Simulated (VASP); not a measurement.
# NiO (Fm-3m) in VASP: further runs

NiO is run at these levels: PBEsol+U; tasks: single point.

Everything below comes from runs of VASP 6.6.1. Logs are shortened: lines on timing, memory, paths and dates and some standing lists are left out, and cuts for length are marked.

### 1 The cell of the first run

It takes space group Fm-3m (No. 225, cubic). The conventional cell has a = 4.172 Å, b = 4.172 Å, c = 4.172 Å, α = 90.00°, β = 90.00°, γ = 90.00°. Ni (site symmetry m-3m) has 6 O at 2.09 Å within 2.8 Å. O (site symmetry m-3m) has 6 Ni at 2.09 Å within 2.8 Å.

### 2 Single point, PBEsol+U, collinear spin, ferromagnetic start

Input file INCAR:

```
SYSTEM = NiO
PREC = Accurate
ENCUT = 700
EDIFF = 1E-6
ISMEAR = -1
SIGMA = 0.05
LREAL = .FALSE.
LASPH = .TRUE.
NELM = 200
ALGO = Normal
ISIF = 2
LWAVE = .FALSE.
LCHARG = .FALSE.
ISPIN = 2
MAGMOM = 1 0
LORBIT = 11
LMAXMIX = 4
LDAU = .TRUE.
LDAUTYPE = 2
LDAUL = 2 -1
LDAUU = 8 0
LDAUJ = 0 0
LDAUPRINT = 1
GGA = PS
NBANDS = 23
GGA_COMPAT = .FALSE.
```

Input file KPOINTS:

```
Automatic mesh
0
G
  11 11 11
  0 0 0
```

Input file POSCAR:

```
NiO
1.0
    0.0000000000      2.0859016414      2.0859016414
    2.0859016414      0.0000000000      2.0859016414
    2.0859016414      2.0859016414      0.0000000000
Ni O
1 1
Direct
    0.0000000000      0.0000000000      0.0000000000
    0.5000000000      0.5000000000      0.5000000000
```

Potentials or basis: VASP PAW PBE potentials, release 64 (Ni_sv_GW, O).

Started as:

```sh
> cat potpaw_PBE.64/Ni_sv_GW/POTCAR potpaw_PBE.64/O/POTCAR > POTCAR
> mpirun -np 1 vasp_std > vasp.out
```

OUTCAR:

```text
SYSTEM = NiO
   PREC = Accurate
   ENCUT = 700
   EDIFF = 1E-6
   ISMEAR = -1
   LREAL = .FALSE.
   LASPH = .TRUE.
   NELM = 200
   ISIF = 2
   ISPIN = 2
   LORBIT = 11
   GGA = PS

 ion  position               nearest neighbor table
   1  0.000  0.000  0.000-   2 2.09   2 2.09   2 2.09   2 2.09   2 2.09   2 2.09
   2  0.500  0.500  0.500-   1 2.09   1 2.09   1 2.09   1 2.09   1 2.09   1 2.09

  LATTYP: Found a face centered cubic cell.
 ALAT       =     4.1718032828

  Lattice vectors:

 A1 = (   0.0000000000,   2.0859016414,   2.0859016414)
 A2 = (   2.0859016414,   0.0000000000,   2.0859016414)
 A3 = (   2.0859016414,   2.0859016414,   0.0000000000)

Analysis of symmetry for initial positions (statically):
=====================================================================
 Subroutine PRICEL returns:
 Original cell was already a primitive cell.

 Routine SETGRP: Setting up the symmetry group for a
 face centered cubic supercell.

 Subroutine GETGRP returns: Found 48 space group operations
 (whereof 48 operations were pure point group operations)
 out of a pool of 48 trial point group operations.

The static configuration has the point symmetry O_h .

Analysis of symmetry for dynamics (positions and initial velocities):
=====================================================================
 Subroutine PRICEL returns:
 Original cell was already a primitive cell.

 Routine SETGRP: Setting up the symmetry group for a
 face centered cubic supercell.

 Subroutine GETGRP returns: Found 48 space group operations
 (whereof 48 operations were pure point group operations)
 out of a pool of 48 trial point group operations.

The dynamic configuration has the point symmetry O_h .

Analysis of structural, dynamic, and magnetic symmetry:
=====================================================================
 Subroutine PRICEL returns:
 Original cell was already a primitive cell.

 Routine SETGRP: Setting up the symmetry group for a
 face centered cubic supercell.

 Subroutine GETGRP returns: Found 48 space group operations
 (whereof 48 operations were pure point group operations)
 out of a pool of 48 trial point group operations.

The overall configuration has the point symmetry O_h .

 Subroutine INISYM returns: Found 48 space group operations
 (whereof 48 operations are pure point group operations),
 and found     1 'primitive' translations

----------------------------------------------------------------------------------------

                                     Primitive cell

  volume of cell :      18.1515

  direct lattice vectors                    reciprocal lattice vectors
     0.000000000  2.085901641  2.085901641    -0.239704495  0.239704495  0.239704495
     2.085901641  0.000000000  2.085901641     0.239704495 -0.239704495  0.239704495
     2.085901641  2.085901641  0.000000000     0.239704495  0.239704495 -0.239704495

  length of vectors
     2.949910391  2.949910391  2.949910391     0.415180364  0.415180364  0.415180364

  position of ions in fractional coordinates (direct lattice)
     0.000000000  0.000000000  0.000000000
     0.500000000  0.500000000  0.500000000

  ion indices of the primitive-cell ions
   primitive index   ion index
                 1           1
                 2           2

----------------------------------------------------------------------------------------

 KPOINTS: Automatic mesh

[... 67 lines left out ...]
   EDIFF  = 0.1E-05   stopping-criterion for ELM
   LREAL  =      F    real-space projection
   EDIFFG = 0.1E-04   stopping-criterion for IOM
   NSW    =      0    number of steps for IOM
   IBRION =     -1    ionic relax: 0-MD 1-quasi-New 2-CG
   NFREE  =      0    steps in history (QN), initial steepest desc. (CG)
   ISIF   =      2    stress and relaxation
   ISYM   =      2    0-nonsym 1-usesym 2-fastsym
   POTIM  = 0.5000    time-step for ionic-motion
   TEBEG  =    0.0;   TEEND  =   0.0 temperature during run
   PSTRESS=    0.0 pullay stress
   NELECT =      24.0000    total number of electrons
   NUPDOWN=      -1.0000    fix difference up-down
   EMIN   =  10.00;   EMAX   =-10.00  energy-range for DOS
   EFERMI =   0.00;   METHOD = LEGACY
   ISMEAR =    -1;   SIGMA  =   0.05  broadening in eV -4-tet -1-fermi 0-gaus
   EFERMI_NEDOS =   21; number of points for ismear=-14 and -15
   IALGO  =     38    algorithm
   IMIX   =      4    mixing-type and parameters
     AMIX     =   0.40;   BMIX     =  1.00
     AMIX_MAG =   1.60;   BMIX_MAG =  1.00
  volume/ion in A,a.u.               =       9.08        61.25
  Fermi-wavevector in a.u.,A,eV,Ry     =   1.796835  3.395525 43.927965  3.228614
  Thomas-Fermi vector in A             =   2.858301
   LORBIT       =     11    0 simple, 1 ext, 2 COOP (PROOUT), +10 PAW based schemes
 LDA+U is selected, type is set to LDAUTYPE =  2
   angular momentum for each species LDAUL =     2   -1
   U (eV)           for each species LDAUU =   8.0  0.0
   J (eV)           for each species LDAUJ =   0.0  0.0
   GGA     = PS    functional components
   LHFCALC =     F    Hartree Fock is set to
   AEXX    =    0.0000 exact exchange contribution
   IVDW    =     0    specifies the selected vdW correction
   LEPSILON=     F    determine dielectric tensor
   LRPA    =     F    only Hartree local field effects (RPA)
 spin polarized calculation
  energy-cutoff  :      700.00
  volume of cell :       18.15
 maximum number of plane-waves:       777
 NGX is ok and might be reduce to    28
   NGX = 13   NGY = 13   NGZ = 13

atom =   1  type =  1  l = 2

 onsite density matrix

spin component  1

  0.9407  0.0000 -0.0000  0.0000 -0.0000
  0.0000  0.9407 -0.0000 -0.0000 -0.0000
 -0.0000 -0.0000  0.9714 -0.0000 -0.0000
  0.0000 -0.0000 -0.0000  0.9407  0.0000
 -0.0000 -0.0000 -0.0000  0.0000  0.9714

spin component  2

  0.9330  0.0000  0.0000  0.0000  0.0000
  0.0000  0.9330  0.0000 -0.0000  0.0000
  0.0000  0.0000  0.0854  0.0000 -0.0000
  0.0000 -0.0000  0.0000  0.9330 -0.0000
  0.0000  0.0000 -0.0000 -0.0000  0.0854

 occupancies and eigenvectors

  o =  0.0854  v =  0.0000  0.0000  0.0000  0.0000  0.0000  0.0000 -0.0000  0.9858 -0.0000 -0.1681      0.0000  0.0000  0.0000  0.0000  0.0000  0.0000  0.0000  0.0000  0.0000  0.0000
  o =  0.0854  v =  0.0000  0.0000  0.0000  0.0000  0.0000  0.0000 -0.0000  0.1681  0.0000  0.9858      0.0000  0.0000  0.0000  0.0000  0.0000  0.0000  0.0000  0.0000  0.0000  0.0000
  o =  0.9330  v =  0.0000  0.0000  0.0000  0.0000  0.0000  1.0000  0.0000  0.0000  0.0000  0.0000      0.0000  0.0000  0.0000  0.0000  0.0000  0.0000  0.0000  0.0000  0.0000  0.0000
  o =  0.9330  v =  0.0000  0.0000  0.0000  0.0000  0.0000  0.0000  0.0249 -0.0000 -0.9997  0.0000      0.0000  0.0000  0.0000  0.0000  0.0000  0.0000  0.0000  0.0000  0.0000  0.0000
  o =  0.9330  v =  0.0000  0.0000  0.0000  0.0000  0.0000  0.0000  0.9997  0.0000  0.0249  0.0000      0.0000  0.0000  0.0000  0.0000  0.0000  0.0000  0.0000  0.0000  0.0000  0.0000
  o =  0.9407  v =  0.0000  0.9276 -0.0000 -0.3736 -0.0000  0.0000  0.0000  0.0000  0.0000  0.0000      0.0000  0.0000  0.0000  0.0000  0.0000  0.0000  0.0000  0.0000  0.0000  0.0000
  o =  0.9407  v =  1.0000  0.0000  0.0000  0.0000  0.0000  0.0000  0.0000  0.0000  0.0000  0.0000      0.0000  0.0000  0.0000  0.0000  0.0000  0.0000  0.0000  0.0000  0.0000  0.0000
  o =  0.9407  v =  0.0000  0.3736 -0.0000  0.9276 -0.0000  0.0000  0.0000  0.0000  0.0000  0.0000      0.0000  0.0000  0.0000  0.0000  0.0000  0.0000  0.0000  0.0000  0.0000  0.0000
  o =  0.9714  v =  0.0000 -0.0000 -0.9980 -0.0000 -0.0633  0.0000  0.0000  0.0000  0.0000  0.0000      0.0000  0.0000  0.0000  0.0000  0.0000  0.0000  0.0000  0.0000  0.0000  0.0000
  o =  0.9714  v =  0.0000 -0.0000  0.0633  0.0000 -0.9980  0.0000  0.0000  0.0000  0.0000  0.0000      0.0000  0.0000  0.0000  0.0000  0.0000  0.0000  0.0000  0.0000  0.0000  0.0000

 number of electron      24.0000003 magnetization       2.0000044

 Free energy of the ion-electron system (eV)
  ---------------------------------------------------
  ext. energy  EPLUGINS =         0.00000000
  ---------------------------------------------------
  free energy    TOTEN  =       -10.46147422 eV

  energy without entropy =      -10.46147422  energy(sigma->0) =      -10.46147422

 E-fermi :   7.1244     XC(G=0): -13.2932

 val. band max:        6.0184800333   @ k =   0.4545   0.0000   0.0000
 cond. band min:       8.4861069909   @ k =   0.0000   0.0000   0.0000
 fundamental gap:      2.4676269576
 Fermi energy:         7.1244156611

 spin component 1

 k-point     1 :       0.0000    0.0000    0.0000
  band No.  band energies     occupation
      1     -97.4797      1.00000
      2     -58.0034      1.00000
      3     -58.0034      1.00000
      4     -58.0034      1.00000
      5     -12.9847      1.00000
      6      -0.2026      1.00000
[... 1241 lines left out ...]
     22      38.2925      0.00000
     23      38.3645      0.00000

 [... further k-points ...]

------------------------ aborting loop because EDIFF is reached ----------------------------------------

  FORCE on cell =-STRESS in cart. coord.  units (eV):
  Direction    XX          YY          ZZ          XY          YZ          ZX
  --------------------------------------------------------------------------------------
  -------------------------------------------------------------------------------------
  Total        0.3061202      0.3061202      0.3061202      0.0000000      0.0000000     -0.0000000
  in kB       27.0203584     27.0203584     27.0203584      0.0000000      0.0000000     -0.0000000
  external PRESSURE =      27.0203584 kB  Pullay stress =       0.0000000 kB

 VOLUME and BASIS-vectors are now :
 -----------------------------------------------------------------------------
  energy-cutoff  :      700.00
  volume of cell :       18.15
      direct lattice vectors                 reciprocal lattice vectors
     0.000000000  2.085901641  2.085901641    -0.239704495  0.239704495  0.239704495
     2.085901641  0.000000000  2.085901641     0.239704495 -0.239704495  0.239704495
     2.085901641  2.085901641  0.000000000     0.239704495  0.239704495 -0.239704495

 POSITION                                       TOTAL-FORCE (eV/Angst)
 -----------------------------------------------------------------------------------
      0.00000      0.00000      0.00000         0.000000      0.000000      0.000000
      2.08590      2.08590      2.08590        -0.000000     -0.000000     -0.000000
 -----------------------------------------------------------------------------------
    total drift:                                0.000000      0.000000      0.000000

  FREE ENERGIE OF THE ION-ELECTRON SYSTEM (eV)
  ---------------------------------------------------
  free  energy   TOTEN  =       -10.4614742221 eV

  energy  without entropy=      -10.4614742221  energy(sigma->0) =      -10.46147422

 total charge

# of ion       s       p       d       f       tot
--------------------------------------------------
    1        2.165   6.239   7.709   0.010  16.123
    2        1.537   3.490   0.000   0.000   5.027
--------------------------------------------------
tot          3.702   9.728   7.709   0.010  21.149

 magnetization (x)

# of ion       s       p       d       f       tot
--------------------------------------------------
    1        0.010   0.013   1.792   0.001   1.815
    2        0.021   0.129   0.000   0.000   0.150
--------------------------------------------------
tot          0.031   0.141   1.792   0.001   1.965
```

It took 60 s on 1 thread of Intel Xeon Platinum 8559C (Emerald Rapids), shared host; peak memory 0.22 GiB.

What came out:

* Free energy: -10.4615 eV
* Pressure: 2.7 GPa
* Band gap on the k mesh: 2.47 eV (least direct gap 3.72 eV)
* Net moment: 2.00 μB per cell
* Site moments: Ni +1.81; O +0.15 μB
* Valence electrons inside the program's atomic spheres: Ni 16.12; O 5.03

Eigenvalues of the final occupation matrices:
| site | spin | trace | eigenvalues |
| --- | --- | --- | --- |
| site 1 d | 1 | 4.76 | 0.94 0.94 0.94 0.97 0.97 |
| site 1 d | 2 | 2.97 | 0.09 0.09 0.93 0.93 0.93 |

Caveat: the PAW data sets were made with another functional, which shifts forces and pressure a little; an odd mesh through Γ misses points on the zone boundary, where band edges can lie; a cell with one magnetic atom can't hold antiferromagnetic order, which such compounds often take.

### 3 Single point, PBEsol+U, collinear spin, ferromagnetic start

POSCAR is that of step 2.

Input file INCAR.step1:

```
ALGO = Normal
EDIFF = 1E-6
ENCUT = 520
GGA = PS
GGA_COMPAT = F
ISIF = 2
ISMEAR = -1
ISPIN = 2
LASPH = T
LCHARG = T
LDAU = T
LDAUJ = 0 0
LDAUL = 2 -1
LDAUPRINT = 1
LDAUTYPE = 2
LDAUU = 2 0
LMAXMIX = 4
LORBIT = 11
LREAL = F
LWAVE = F
MAGMOM = 1 0
NBANDS = 23
NEDOS = 2001
NELM = 200
PREC = Accurate
SIGMA = 0.05
```

Input file KPOINTS.step1:

```
k-points
0
Gamma
  11 11 11
```

Input file INCAR.step2:

```
ALGO = Normal
EDIFF = 1E-6
ENCUT = 520
GGA = PS
GGA_COMPAT = F
ICHARG = 11
ISIF = 2
ISMEAR = -5
ISPIN = 2
LASPH = T
LCHARG = F
LDAU = T
LDAUJ = 0 0
LDAUL = 2 -1
LDAUPRINT = 1
LDAUTYPE = 2
LDAUU = 2 0
LMAXMIX = 4
LORBIT = 11
LREAL = F
LWAVE = F
MAGMOM = 1 0
NEDOS = 2001
NELM = 200
PREC = Accurate
SIGMA = 0.05
```

Input file KPOINTS.step2:

```
k-points
0
Gamma
  17 17 17
```

Potentials or basis: VASP PAW PBE potentials, release 64 (Ni_sv_GW, O).

Started as:

```sh
> cat potpaw_PBE.64/Ni_sv_GW/POTCAR potpaw_PBE.64/O/POTCAR > POTCAR
> cp INCAR.step1 INCAR
> cp KPOINTS.step1 KPOINTS
> mpirun -np 1 vasp_std > vasp.out
> cp INCAR.step2 INCAR
> cp KPOINTS.step2 KPOINTS
> mpirun -np 1 vasp_std > vasp.out
```

It took 59 s on 1 thread of Intel Xeon 6975P-C (Granite Rapids), shared host; peak memory 0.23 GiB.

It converged, with:

```
Net moment                                            : 2.00 μB per cell
Site moments                                          : Ni +1.67; O +0.28 μB
Valence electrons inside the program's atomic spheres : Ni 16.17; O 4.99
```

Levels at points of the mesh, in eV from the valence-band top:
Spin up:
```tsv
k point	band 11	band 12	band 13	band 14	band 15	band 16
(0.00, 0.00, 0.00)	-2.67	-2.67	-2.67	1.63	17.70	18.64
```
Spin down:
```tsv
k point	band 8	band 9	band 10	band 11	band 12	band 13	band 14	band 15
(0.00, 0.00, 0.00)	-2.38	-2.12	-2.12	-2.12	0.19	0.19	2.03	17.64
```

Eigenvalues of the final occupation matrices:
```tsv
site	spin	trace	eigenvalues
site 1 d	1	4.71	0.93 0.93 0.93 0.96 0.96
site 1 d	2	3.06	0.16 0.16 0.92 0.92 0.92
```

Caveat: the PAW data sets were made with another functional, which shifts forces and pressure a little; a cell with one magnetic atom can't hold antiferromagnetic order, which such compounds often take. The state reached can hang on the start; a lower one may exist.
